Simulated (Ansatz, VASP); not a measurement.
CO2 in VASP and in Ansatz

```
CELL_PARAMETERS angstrom
6.05774 0.00000 -0.90866
0.00000 6.05774 0.00000
-0.90866 0.00000 6.11831
ATOMIC_POSITIONS crystal
C 0.00000 0.00000 0.00000
C 0.50000 0.00000 0.50000
C 0.50000 0.50000 0.00000
C 0.00000 0.50000 0.50000
O 0.11148 0.11148 0.11148
O 0.38852 0.88852 0.61148
O 0.61148 0.38852 0.88852
O 0.88852 0.61148 0.38852
O 0.88852 0.88852 0.88852
O 0.61148 0.11148 0.38852
O 0.38852 0.61148 0.11148
O 0.11148 0.38852 0.61148
```

Change from the starting cell: engineering shear strain xz -0.3000, normal strain along z +0.0100.

Alike in both runs: task single point; functional PBE; k mesh 4 × 4 × 4; occupations gaussian, width 0.05 eV; no spin polarisation.

|  | VASP | Ansatz |
| --- | --- | --- |
| version | VASP 6.6.1 | Ansatz 0.2.0 |
| potentials or method | VASP PAW PBE potentials, release 64 (C, O), cutoff 520 eV | scalar-relativistic, plane waves, PAW |
| valence electrons in the cell | 64 | 64 |

|  | VASP | Ansatz | Ansatz less VASP |
| --- | --- | --- | --- |
| gap on the k mesh at the Fermi level (eV) | 6.06 | 6.09 | +0.029 |
| least direct gap on the mesh (eV) | 6.06 | 6.09 | +0.029 |
| pressure (GPa) | 8.5 | 6.9 | -1.57 |
| traceless stress, the component that is largest in VASP (GPa) | 28.19 | 27.36 | -0.831 |
| rms of the force components (eV/Å) | 6.528 | 6.153 | -0.3748 |

Atom by atom the forces differ by 0.476 eV/Å (rms over components).

Noted on VASP's run: the standard files for N, O and F lose accuracy on very short bonds.
